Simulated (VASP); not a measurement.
# WC (I4/mmm) in VASP: further runs

WC is run at these levels: PBE; tasks: single point.

Program: VASP 6.6.1. These are calculated values, not measurements. Logs are shortened: lines on timing, memory, paths and dates and some standing lists are left out, and cuts for length are marked.

## 1. The cell of the first run

The structure is tetragonal, space group I4/mmm (No. 139). The conventional cell has a = 3.097 Å, b = 3.097 Å, c = 4.205 Å, α = 90.00°, β = 90.00°, γ = 90.00°. Within 2.8 Å of W (site symmetry 4/mmm) lie 6 C at 2.10 to 2.19 Å. Within 2.8 Å of C (site symmetry 4/mmm) lie 6 W at 2.10 to 2.19 Å.

## 2. Single point, PBE (strain -0.0400 x Voigt [1, 0, 0, 0, 0, 0])

The input, INCAR:

```
SYSTEM = WC
  PREC = Accurate
  ENCUT = 520
  EDIFF = 1E-6
  ISMEAR = 0
  SIGMA = 0.15
  LREAL = .False.
  LASPH = .True.
  NELM = 100
  ALGO = Normal
  ISIF = 2
  LWAVE = .False.
  LCHARG = .False.
  GGA = PE
  NBANDS = 16
```

The input, KPOINTS:

```
regular mesh
0
Gamma
  24 24 24
  0 0 0
```

The input, POSCAR:

```
WC
1.0
    0.0000000000      2.1900108577      2.1900108577
    2.1024104234      0.0000000000      2.1900108577
    2.1024104234      2.1900108577      0.0000000000
W C
1 1
Direct
    0.0000000000      0.0000000000      0.0000000000
    0.5000000000      0.5000000000      0.5000000000
```

Potentials or basis: VASP PAW PBE potentials, release 64 (W_sv, C).

Command:

```
$ cat potpaw_PBE.64/W_sv/POTCAR potpaw_PBE.64/C/POTCAR > POTCAR
$ mpirun -np 1 vasp_std > vasp.out
```

OUTCAR:

```text
SYSTEM = WC
   PREC = Accurate
   ENCUT = 520
   EDIFF = 1E-6
   ISMEAR = 0
   LREAL = .False.
   LASPH = .True.
   NELM = 100
   ISIF = 2
   GGA = PE

 ion  position               nearest neighbor table
   1  0.000  0.000  0.000-   2 2.10   2 2.10   2 2.19   2 2.19   2 2.19   2 2.19
   2  0.500  0.500  0.500-   1 2.10   1 2.10   1 2.19   1 2.19   1 2.19   1 2.19

  LATTYP: Found a body centered tetragonal cell.
 ALAT       =     3.0971430567
 C/A-ratio  =     1.3576450199

  Lattice vectors:

 A1 = (  -2.1024104234,   0.0000000000,  -2.1900108577)
 A2 = (  -2.1024104234,   0.0000000000,   2.1900108577)
 A3 = (   2.1024104234,   2.1900108577,   0.0000000000)

Analysis of symmetry for initial positions (statically):
=====================================================================
 Subroutine PRICEL returns:
 Original cell was already a primitive cell.

 Routine SETGRP: Setting up the symmetry group for a
 body centered tetragonal supercell.

 Subroutine GETGRP returns: Found 16 space group operations
 (whereof 16 operations were pure point group operations)
 out of a pool of 16 trial point group operations.

The static configuration has the point symmetry D_4h.

Analysis of symmetry for dynamics (positions and initial velocities):
=====================================================================
 Subroutine PRICEL returns:
 Original cell was already a primitive cell.

 Routine SETGRP: Setting up the symmetry group for a
 body centered tetragonal supercell.

 Subroutine GETGRP returns: Found 16 space group operations
 (whereof 16 operations were pure point group operations)
 out of a pool of 16 trial point group operations.

The dynamic configuration has the point symmetry D_4h.

 Subroutine INISYM returns: Found 16 space group operations
 (whereof 16 operations are pure point group operations),
 and found     1 'primitive' translations

----------------------------------------------------------------------------------------

                                     Primitive cell

  volume of cell :      20.1669

  direct lattice vectors                    reciprocal lattice vectors
     0.000000000  2.190010858  2.190010858    -0.237822261  0.228309370  0.228309370
     2.102410423  0.000000000  2.190010858     0.237822261 -0.228309370  0.228309370
     2.102410423  2.190010858  0.000000000     0.237822261  0.228309370 -0.228309370

  length of vectors
     3.097143057  3.035832200  3.035832200     0.401010929  0.401010929  0.401010929

  position of ions in fractional coordinates (direct lattice)
     0.000000000  0.000000000  0.000000000
     0.500000000  0.500000000  0.500000000

  ion indices of the primitive-cell ions
   primitive index   ion index
                 1           1
                 2           2

----------------------------------------------------------------------------------------

 KPOINTS: regular mesh

Automatic generation of k-mesh.
 Grid dimensions read from file:
 generate k-points for:   24   24   24

 Generating k-lattice:

  Cartesian coordinates                     Fractional coordinates (reciprocal lattice)
    -0.009909261  0.009512890  0.009512890     0.041666667 -0.000000000 -0.000000000
     0.009909261 -0.009512890  0.009512890     0.000000000  0.041666667  0.000000000
     0.009909261  0.009512890 -0.009512890     0.000000000  0.000000000  0.041666667

  Length of vectors
     0.016708789  0.016708789  0.016708789

  Shift w.r.t. Gamma in fractional coordinates (k-lattice)
     0.000000000  0.000000000  0.000000000

 Subroutine IBZKPT returns following result:
 ===========================================

 Found   1063 irreducible k-points:

 Following reciprocal coordinates:
            Coordinates               Weight
  0.000000  0.000000  0.000000      1.000000
  0.041667 -0.000000 -0.000000      8.000000
  0.083333  0.000000  0.000000      8.000000
  0.125000 -0.000000 -0.000000      8.000000
  0.166667 -0.000000 -0.000000      8.000000
  0.208333 -0.000000 -0.000000      8.000000
[... 16 lines left out ...]
  0.416667  0.041667  0.000000     16.000000
  0.458333  0.041667 -0.000000     16.000000
 [... further k-points ...]
   k-points           NKPTS =   1063   k-points in BZ     NKDIM =   1063   number of bands    NBANDS=     16
   number of dos      NEDOS =    301   number of ions     NIONS =      2
   total plane-waves  NPLWV =  13824
   dimension x,y,z NGX =    24 NGY =   24 NGZ =   24
   dimension x,y,z NGXF=    48 NGYF=   48 NGZF=   48
   ions per type =               1   1
   NGX,Y,Z   is equivalent  to a cutoff of  12.88, 13.14, 13.14 a.u.
   NGXF,Y,Z  is equivalent  to a cutoff of  25.77, 26.29, 26.29 a.u.
 SYSTEM =  WC
   PREC   = accura    normal or accurate (medium, high low for compatibility)
   ISTART =      0    job   : 0-new  1-cont  2-samecut
   ICHARG =      2    charge: 1-file 2-atom 10-const
   ISPIN  =      1    spin polarized calculation?
   LNONCOLLINEAR =      F non collinear calculations
   LSORBIT =      F    spin-orbit coupling
   LASPH  =      T    aspherical Exc in radial PAW
   ENCUT  =  520.0 eV  38.22 Ry    6.18 a.u.   5.76  5.64  5.64*2*pi/ulx,y,z
   NELM   =    100;   NELMIN=  2; NELMDL= -5     # of ELM steps
   EDIFF  = 0.1E-05   stopping-criterion for ELM
   LREAL  =      F    real-space projection
   EDIFFG = 0.1E-04   stopping-criterion for IOM
   NSW    =      0    number of steps for IOM
   IBRION =     -1    ionic relax: 0-MD 1-quasi-New 2-CG
   NFREE  =      0    steps in history (QN), initial steepest desc. (CG)
   ISIF   =      2    stress and relaxation
   ISYM   =      2    0-nonsym 1-usesym 2-fastsym
   POTIM  = 0.5000    time-step for ionic-motion
   TEBEG  =    0.0;   TEEND  =   0.0 temperature during run
   PSTRESS=    0.0 pullay stress
   NELECT =      18.0000    total number of electrons
   NUPDOWN=      -1.0000    fix difference up-down
   EMIN   =  10.00;   EMAX   =-10.00  energy-range for DOS
   EFERMI =   0.00;   METHOD = LEGACY
   ISMEAR =     0;   SIGMA  =   0.15  broadening in eV -4-tet -1-fermi 0-gaus
   EFERMI_NEDOS =   21; number of points for ismear=-14 and -15
   IALGO  =     38    algorithm
   IMIX   =      4    mixing-type and parameters
     AMIX     =   0.40;   BMIX     =  1.00
     AMIX_MAG =   1.60;   BMIX_MAG =  1.00
  volume/ion in A,a.u.               =      10.08        68.05
  Fermi-wavevector in a.u.,A,eV,Ry     =   1.576228  2.978639 33.803595  2.484494
  Thomas-Fermi vector in A             =   2.677093
   LORBIT       =      0    0 simple, 1 ext, 2 COOP (PROOUT), +10 PAW based schemes
   GGA     = PE    functional components
   LHFCALC =     F    Hartree Fock is set to
   AEXX    =    0.0000 exact exchange contribution
   IVDW    =     0    specifies the selected vdW correction
   LEPSILON=     F    determine dielectric tensor
   LRPA    =     F    only Hartree local field effects (RPA)
 non-spin polarized calculation
 Gauss-broadening in eV      SIGMA  =   0.15
  energy-cutoff  :      520.00
  volume of cell :       20.17
 maximum number of plane-waves:       558
   NGX = 11   NGY = 11   NGZ = 11

 number of electron      17.9999998 magnetization

 Free energy of the ion-electron system (eV)
  ---------------------------------------------------
  ext. energy  EPLUGINS =         0.00000000
  ---------------------------------------------------
  free energy    TOTEN  =       -21.46204645 eV

  energy without entropy =      -21.45187542  energy(sigma->0) =      -21.45696093

 E-fermi :  13.0780     XC(G=0): -13.9620

 val. band max:       13.0778169554   @ k =   0.2500   0.2917   0.0417
 cond. band min:      13.0781451013   @ k =   0.2083   0.0833   0.0833
 fundamental gap:      0.0003281459
 Fermi energy:        13.0779511944

 k-point     1 :       0.0000    0.0000    0.0000
  band No.  band energies     occupation
      1     -62.3090      2.00000
      2     -26.3082      2.00000
      3     -26.2974      2.00000
      4     -26.2974      2.00000
      5      -3.1112      2.00000
      6      10.0166      2.00000
[... 8 lines left out ...]
     15      22.7415      0.00000
     16      36.3403      0.00000

 k-point     2 :       0.0417   -0.0000   -0.0000
  band No.  band energies     occupation
      1     -62.3083      2.00000
      2     -26.3164      2.00000
      3     -26.3027      2.00000
      4     -26.2991      2.00000
      5      -3.0590      2.00000
      6       9.8789      2.00000
[... 8 lines left out ...]
     15      22.8665      0.00000
     16      35.8849      0.00000

 k-point     3 :       0.0833    0.0000    0.0000
  band No.  band energies     occupation
      1     -62.3060      2.00000
      2     -26.3511      2.00000
      3     -26.3071      2.00000
      4     -26.3041      2.00000
      5      -2.9041      2.00000
      6       9.4434      2.00000
[... 8 lines left out ...]
     15      23.2284      0.00000
     16      34.7157      0.00000

 k-point     4 :       0.1250   -0.0000   -0.0000
  band No.  band energies     occupation
      1     -62.3023      2.00000
      2     -26.4084      2.00000
      3     -26.3120      2.00000
      4     -26.3116      2.00000
      5      -2.6515      2.00000
      6       8.8164      2.00000
[... 8 lines left out ...]
     15      23.7851      0.00000
     16      33.3237      0.00000
[... 324 lines left out ...]
 k-point    22 :       0.3750    0.0417   -0.0000
  band No.  band energies     occupation
      1     -62.2708      2.00000
      2     -26.8727      2.00000
      3     -26.3805      2.00000
      4     -26.3549      2.00000
      5       0.1022      2.00000
      6       4.7068      2.00000
[... 8 lines left out ...]
     15      26.5758      0.00000
     16      27.0996      0.00000

 k-point    23 :       0.4167    0.0417    0.0000
  band No.  band energies     occupation
      1     -62.2667      2.00000
      2     -26.9314      2.00000
      3     -26.3900      2.00000
      4     -26.3588      2.00000
      5       0.6982      2.00000
      6       4.0565      2.00000
[... 8 lines left out ...]
     15      26.1099      0.00000
     16      26.4420      0.00000

 k-point    24 :       0.4583    0.0417   -0.0000
  band No.  band energies     occupation
      1     -62.2639      2.00000
      2     -26.9714      2.00000
      3     -26.3971      2.00000
      4     -26.3607      2.00000
      5       1.2722      2.00000
      6       3.4538      2.00000
[... 8 lines left out ...]
     15      25.3612      0.00000
     16      25.9095      0.00000

 [... further k-points ...]

------------------------ aborting loop because EDIFF is reached ----------------------------------------

  FORCE on cell =-STRESS in cart. coord.  units (eV):
  Direction    XX          YY          ZZ          XY          YZ          ZX
  --------------------------------------------------------------------------------------
  -------------------------------------------------------------------------------------
  Total        4.9308723      1.0966982      1.0966982      0.0000000      0.0000000     -0.0000000
  in kB      391.7367430     87.1279843     87.1279843      0.0000000      0.0000000     -0.0000000
  external PRESSURE =     188.6642372 kB  Pullay stress =       0.0000000 kB

 VOLUME and BASIS-vectors are now :
 -----------------------------------------------------------------------------
  energy-cutoff  :      520.00
  volume of cell :       20.17
      direct lattice vectors                 reciprocal lattice vectors
     0.000000000  2.190010858  2.190010858    -0.237822261  0.228309370  0.228309370
     2.102410423  0.000000000  2.190010858     0.237822261 -0.228309370  0.228309370
     2.102410423  2.190010858  0.000000000     0.237822261  0.228309370 -0.228309370

 POSITION                                       TOTAL-FORCE (eV/Angst)
 -----------------------------------------------------------------------------------
      0.00000      0.00000      0.00000        -0.000000     -0.000000     -0.000000
      2.10241      2.19001      2.19001         0.000000      0.000000      0.000000
 -----------------------------------------------------------------------------------
    total drift:                                0.000000     -0.000000     -0.000000

  FREE ENERGIE OF THE ION-ELECTRON SYSTEM (eV)
  ---------------------------------------------------
  free  energy   TOTEN  =       -21.4620464477 eV

  energy  without entropy=      -21.4518754223  energy(sigma->0) =      -21.45696093
```

Run time: 5.3 min. Hardware: 1 thread of Intel Xeon Platinum 8259CL at 2.50GHz (Skylake/Cascade Lake), shared host; peak memory 0.43 GiB.

Results:

```yaml
Free_energy: -21.4620 eV
Pressure: 18.9 GPa
Band_gap_on_the_k_mesh: zero (bands 9 and 10 overlap by 3.14 eV)
```

Stress tensor (GPa, compression positive):
```
39.17  0.00  0.00
 0.00  8.71  0.00
 0.00  0.00  8.71
```

Levels at points of the mesh, in eV from the Fermi level:
```tsv
k point	band 5	band 6	band 7	band 8	band 9	band 10	band 11	band 12	band 13	band 14
(0.00, 0.00, 0.00)	-16.19	-3.06	-3.06	-2.54	-1.24	-1.22	-1.22	-0.99	-0.82	7.15
(0.50, 0.00, 0.00)	-11.27	-10.17	-6.94	-6.88	0.99	1.36	2.57	4.98	8.78	9.69
(0.50, 0.50, 0.00)	-13.99	-6.08	-5.85	-2.54	-2.38	0.88	2.24	2.68	5.69	8.12
(0.00, 0.50, 0.50)	-13.92	-6.12	-5.33	-2.76	-2.76	1.02	2.47	2.47	6.35	7.70
```

Caveat: the cell differs from its parent crystal (strain -0.0400 x Voigt [1, 0, 0, 0, 0, 0]); the stress differs along the axes, from 9 to 39 GPa; spin-orbit coupling is left out, which moves the levels of the heavy elements.

## 3. Single point, PBE (strain -0.0300 x Voigt [1, 0, 0, 0, 0, 0])

The input, INCAR:

```
PREC = Accurate
ENCUT = 520
EDIFF = 1E-6
ISMEAR = 0
SIGMA = 0.15
LREAL = F
LASPH = T
NELM = 100
ALGO = Normal
ISIF = 2
LWAVE = F
LCHARG = T
GGA = PE
LELF = T
LVHAR = T
NBANDS = 16
```

The input, KPOINTS:

```
regular mesh
0
Gamma
  24 24 24
```

The input, POSCAR:

```
WC
1.0
    0.0000000000      2.1900108577      2.1900108577
    2.1243105320      0.0000000000      2.1900108577
    2.1243105320      2.1900108577      0.0000000000
W C
1 1
Direct
    0.0000000000      0.0000000000      0.0000000000
    0.5000000000      0.5000000000      0.5000000000
```

Potentials or basis: VASP PAW PBE potentials, release 64 (W_sv, C).

Command:

```
$ cat potpaw_PBE.64/W_sv/POTCAR potpaw_PBE.64/C/POTCAR > POTCAR
$ mpirun -np 1 vasp_std > vasp.out
```

OUTCAR:

```text
PREC = Accurate
   ENCUT = 520
   EDIFF = 1E-6
   ISMEAR = 0
   LREAL = F
   LASPH = T
   NELM = 100
   ISIF = 2
   GGA = PE

 ion  position               nearest neighbor table
   1  0.000  0.000  0.000-   2 2.12   2 2.12   2 2.19   2 2.19   2 2.19   2 2.19
   2  0.500  0.500  0.500-   1 2.12   1 2.12   1 2.19   1 2.19   1 2.19   1 2.19

  LATTYP: Found a body centered tetragonal cell.
 ALAT       =     3.0971430567
 C/A-ratio  =     1.3717871555

  Lattice vectors:

[... 642 lines left out ...]

------------------------ aborting loop because EDIFF is reached ----------------------------------------

  FORCE on cell =-STRESS in cart. coord.  units (eV):
  Direction    XX          YY          ZZ          XY          YZ          ZX
  --------------------------------------------------------------------------------------
  -------------------------------------------------------------------------------------
  Total        3.5405463      0.8491353      0.8491353      0.0000000      0.0000000      0.0000000
  in kB      278.3814729     66.7647096     66.7647096      0.0000000      0.0000000      0.0000000
  external PRESSURE =     137.3036307 kB  Pullay stress =       0.0000000 kB

 VOLUME and BASIS-vectors are now :
 -----------------------------------------------------------------------------
  energy-cutoff  :      520.00
  volume of cell :       20.38
      direct lattice vectors                 reciprocal lattice vectors
     0.000000000  2.190010858  2.190010858    -0.235370485  0.228309370  0.228309370
     2.124310532  0.000000000  2.190010858     0.235370485 -0.228309370  0.228309370
     2.124310532  2.190010858  0.000000000     0.235370485  0.228309370 -0.228309370

 POSITION                                       TOTAL-FORCE (eV/Angst)
 -----------------------------------------------------------------------------------
      0.00000      0.00000      0.00000         0.000000      0.000000      0.000000
      2.12431      2.19001      2.19001        -0.000000     -0.000000     -0.000000
 -----------------------------------------------------------------------------------
    total drift:                                0.000000     -0.000000     -0.000000

  FREE ENERGIE OF THE ION-ELECTRON SYSTEM (eV)
  ---------------------------------------------------
  free  energy   TOTEN  =       -21.5059704576 eV

  energy  without entropy=      -21.4956877542  energy(sigma->0) =      -21.50082911
```

Wall time 5.6 min (1 thread of Intel Xeon Platinum 8259CL at 2.50GHz (Skylake/Cascade Lake), shared host); peak memory 0.43 GiB.

What came out:

```yaml
Free_energy: -21.5060 eV
Pressure: 13.7 GPa
Band_gap_on_the_k_mesh: zero (bands 9 and 10 overlap by 3.14 eV)
```

Levels at points of the mesh, in eV from the Fermi level:
| k point | band 7 | band 8 | band 9 | band 10 | band 11 | band 12 |
| --- | --- | --- | --- | --- | --- | --- |
| (0.00, 0.00, 0.00) | -2.99 | -2.60 | -1.18 | -1.18 | -1.17 | -1.02 |
| (0.50, 0.00, 0.00) | -6.85 | -6.80 | 1.01 | 1.27 | 2.51 | 4.97 |
| (0.50, 0.50, 0.00) | -5.79 | -2.53 | -2.42 | 0.88 | 2.25 | 2.58 |
| (0.00, 0.50, 0.50) | -5.41 | -2.70 | -2.70 | 0.97 | 2.42 | 2.42 |

Caveat: the cell differs from its parent crystal (strain -0.0300 x Voigt [1, 0, 0, 0, 0, 0]); the stress differs along the axes, from 7 to 28 GPa; spin-orbit coupling is left out, which moves the levels of the heavy elements.

## 4. Single point, PBE (strain -0.0200 x Voigt [1, 0, 0, 0, 0, 0])

The input, INCAR:

```
SYSTEM = WC
PREC     = Accurate       ! precision mode
ENCUT    = 520            ! plane-wave cutoff, eV
EDIFF    = 1E-6           ! SCF threshold, eV
ISMEAR   = 0              ! smearing method
SIGMA    = 0.15           ! smearing width, eV
LREAL    = .FALSE.        ! projectors in reciprocal space
LASPH    = .TRUE.         ! aspherical terms in the spheres
NELM     = 80             ! most SCF steps
ALGO     = Normal         ! electronic algorithm
ISIF     = 2              ! what is computed and relaxed
LWAVE    = .FALSE.        ! write WAVECAR
LCHARG   = .FALSE.        ! write CHGCAR
GGA      = PE             ! functional
NBANDS   = 16             ! bands
```

The input, KPOINTS:

```
Automatic mesh
0
G
  24 24 24
  0 0 0
```

The input, POSCAR:

```
WC
1.0
    0.0000000000      2.1900108577      2.1900108577
    2.1462106405      0.0000000000      2.1900108577
    2.1462106405      2.1900108577      0.0000000000
W C
1 1
Direct
    0.0000000000      0.0000000000      0.0000000000
    0.5000000000      0.5000000000      0.5000000000
```

Command:

```
$ cat potpaw_PBE.64/W_sv/POTCAR potpaw_PBE.64/C/POTCAR > POTCAR
$ mpirun -np 1 vasp_std > vasp.out
```

Run time: 5.1 min. Hardware: 1 thread of Intel Xeon Platinum 8259CL at 2.50GHz (Skylake/Cascade Lake), shared host; peak memory 0.43 GiB.

The run converged. Its results:

```yaml
Free_energy: -21.5358 eV
Pressure: 9.0 GPa
Band_gap_on_the_k_mesh: zero (bands 9 and 10 overlap by 3.16 eV)
```

Stress tensor (GPa, compression positive):
```
17.73  0.00  0.00
 0.00  4.71  0.00
 0.00  0.00  4.71
```

Levels at points of the mesh, in eV from the Fermi level:
| k point | band 7 | band 8 | band 9 | band 10 | band 11 | band 12 |
| --- | --- | --- | --- | --- | --- | --- |
| (0.00, 0.00, 0.00) | -2.91 | -2.66 | -1.14 | -1.14 | -1.10 | -1.04 |
| (0.50, 0.00, 0.00) | -6.76 | -6.73 | 1.02 | 1.19 | 2.45 | 4.96 |
| (0.50, 0.50, 0.00) | -5.73 | -2.52 | -2.46 | 0.88 | 2.26 | 2.48 |
| (0.00, 0.50, 0.50) | -5.48 | -2.63 | -2.63 | 0.93 | 2.38 | 2.38 |

Caveat: the cell differs from its parent crystal (strain -0.0200 x Voigt [1, 0, 0, 0, 0, 0]); the stress differs along the axes, from 5 to 18 GPa; spin-orbit coupling is left out, which moves the levels of the heavy elements.

(Continued in part 2 of 2.)
